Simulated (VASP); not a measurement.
Write the native input for VASP 6.6.1 that does the following.

- Task: single point
- Functional: PBEsol
- Potentials or basis: VASP PAW PBE potentials, release 64 (Ir)
- Cutoff: 520 eV
- k mesh: 13 × 13 × 7
- Occupations: fermi-dirac, width 0.1 eV
- Spin: no spin polarisation
- Dipole correction: no
- Further INCAR settings: ALGO = Normal; EDIFF = 1e-07; NBANDS = 16

The structure of Ir lies in POSCAR:

```
Ir
1.0
    2.7191415113      0.0000000000      0.0000000000
   -1.3595707557      2.3548456253      0.0000000000
    0.0000000000      0.0000000000      4.4130191885
Ir
2
Direct
    0.3333333333      0.6666666667      0.2500000000
    0.6666666667      0.3333333333      0.7500000000
```

These files were run (other wordings do the same):

INCAR

```
  PREC = Accurate
  ENCUT = 520
  EDIFF = 1E-7
  ISMEAR = -1
  SIGMA = 0.1
  LREAL = False
  LASPH = True
  NELM = 100
  ALGO = Normal
  ISIF = 2
  LWAVE = False
  LCHARG = False
  GGA = PS
  NBANDS = 16
```

KPOINTS

```
regular mesh
0
Gamma
  13 13 7
```

Potentials or basis: VASP PAW PBE potentials, release 64 (Ir).

Launch:

```console
$ cat potpaw_PBE.64/Ir/POTCAR > POTCAR
$ mpirun -np 1 vasp_std > vasp.out
```

It gave:

```json
{"Pressure": "1.0 GPa", "Band gap on the k mesh": "zero (band 9 reaches 11.38 eV, above the bottom of band 10 at 7.94 eV)"}
```

Caveat: the PAW data sets were made with another functional, which shifts forces and pressure a little; spin-orbit coupling is left out, which moves the levels of the heavy elements.

It took 17 s on 1 thread of AMD EPYC 9R45 96-Core Processor (Zen 5), on a shared host, peak memory 0.13 GiB.
